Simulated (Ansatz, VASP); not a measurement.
## ZnS: VASP beside Ansatz

Contents of INCAR:

```
ALGO     = Normal         # electronic algorithm
EDIFF    = 1E-8           # SCF threshold, eV
ENCUT    = 520            # plane-wave cutoff, eV
GGA      = PE             # functional
ISIF     = 2              # what is computed and relaxed
ISMEAR   = -1             # smearing method
LASPH    = T              # aspherical terms in the spheres
LCHARG   = F              # write CHGCAR
LEFG     = T            
LREAL    = F              # projectors in reciprocal space
LWAVE    = F              # write WAVECAR
NBANDS   = 16             # bands
NELM     = 100            # most SCF steps
PREC     = Accurate       # precision mode
SIGMA    = 0.01           # smearing width, eV
```

The input KPOINTS:

```
k-points
0
Gamma
  8 8 8
```

POSCAR

```
ZnS
1.0
   -0.0270465000      2.6911267500      2.6911267500
    2.6911267500     -0.0270465000      2.6911267500
    2.6911267500      2.6911267500     -0.0270465000
Zn S
1 1
Direct
    0.0000000000      0.0000000000      0.0000000000
    0.7500000000      0.7500000000      0.7500000000
```

Input for Ansatz:

```yaml
crystal:
  lattice:
    - [-0.0270465, 2.69112675, 2.69112675]
    - [2.69112675, -0.0270465, 2.69112675]
    - [2.69112675, 2.69112675, -0.0270465]
  atoms:
    - { symbol: Zn, position: [0.0, 0.0, 0.0] }
    - { symbol: S, position: [0.75, 0.75, 0.75] }
kpoints:
  mp_grid: { grid: [8, 8, 8] }
scf:
  occupations: { method: fermi_dirac, width: 0.01 }
hamiltonian:
  xc: pbe
  pseudopotentials: { kind: all_electron, datasets: crystal }
output:
  forces: true
  stress: true
  eigenvalues: true
  efg: { contact_densities: true }
```

Change from the starting cell: equal xy, yz and zx shear strains of -1 %, crystal datasets.

Alike in both runs: task electric field gradients; functional PBE; k mesh 8 × 8 × 8; occupations fermi-dirac, width 0.01 eV; no spin polarisation.

|  | VASP | Ansatz |
| --- | --- | --- |
| version | VASP 6.6.1 | Ansatz 0.2.0 |
| potentials or method | VASP PAW PBE potentials, release 64 (Zn, S), cutoff 520 eV | all-electron PAW with datasets made for the crystal, scalar-relativistic |

Ansatz gave:

* gap on the k mesh at the Fermi level (eV): 2.06
* pressure (GPa): 1.4
* traceless stress, the component that is largest in VASP (GPa): 0.70
* rms of the force components (eV/Å): 0.059
* size of Vzz on the site where it differs most (V/Å²): 5.9

Estimate VASP's values.

gap on the k mesh at the Fermi level (eV): 2.07; pressure (GPa): 1.6; traceless stress, the component that is largest in VASP (GPa): 0.71; rms of the force components (eV/Å): 0.060; size of Vzz on the site where it differs most (V/Å²): 6.3.

Atom by atom the forces differ by 0.001 eV/Å (rms over components). Ansatz ran all-electron here, and VASP with PAW potentials.
